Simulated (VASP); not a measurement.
Runs of VASP 6.6.1 on Pt. The structure is that of space group P6_3/mmc (No. 194), or close to it. The cells are those of the table. This isn't the form of Pt at room conditions, which is fcc.

```csv
cell,gap on the mesh (eV),pressure (GPa)
"a = 2.692, b = 2.692, c = 4.912 Å, angles 90.0, 90.0, 120.0°, 2 atoms",none,2.9
"a = 2.692, b = 2.692, c = 5.032 Å, angles 90.0, 90.0, 120.0°, 2 atoms",none,-1.7
"a = 2.692, b = 2.692, c = 4.792 Å, angles 90.0, 90.0, 120.0°, 2 atoms",none,8.8
"a = 2.761, b = 2.761, c = 4.553 Å, angles 90.0, 90.0, 120.0°, 2 atoms",none,(a)
"a = 2.761, b = 2.761, c = 4.672 Å, angles 90.0, 90.0, 120.0°, 2 atoms",none,0.1
"a = 2.830, b = 2.830, c = 4.553 Å, angles 90.0, 90.0, 120.0°, 2 atoms",none,(b)
```

Alike in all rows: task single point; level r2SCAN; potentials or basis VASP PAW PBE potentials, release 64 (Pt); no spin polarisation; k mesh 18 × 18 × 10; cutoff (eV) 520; smearing gaussian 0.15 eV.

**Question.** Fill in the values left out.

**Answer.** (a) 7.6; (b) -5.4.

Caveats: the PAW data sets were made with another functional, which shifts forces and pressure a little; spin-orbit coupling is left out, which moves the levels of the heavy elements; the cell stands under pressure (at least some runs); the cell stands under tension (at least some runs).

A k mesh can miss the band edges, and the runs leave out spin-orbit coupling on Pt.

A gap of «none» marks levels without a gap at the run's occupations.
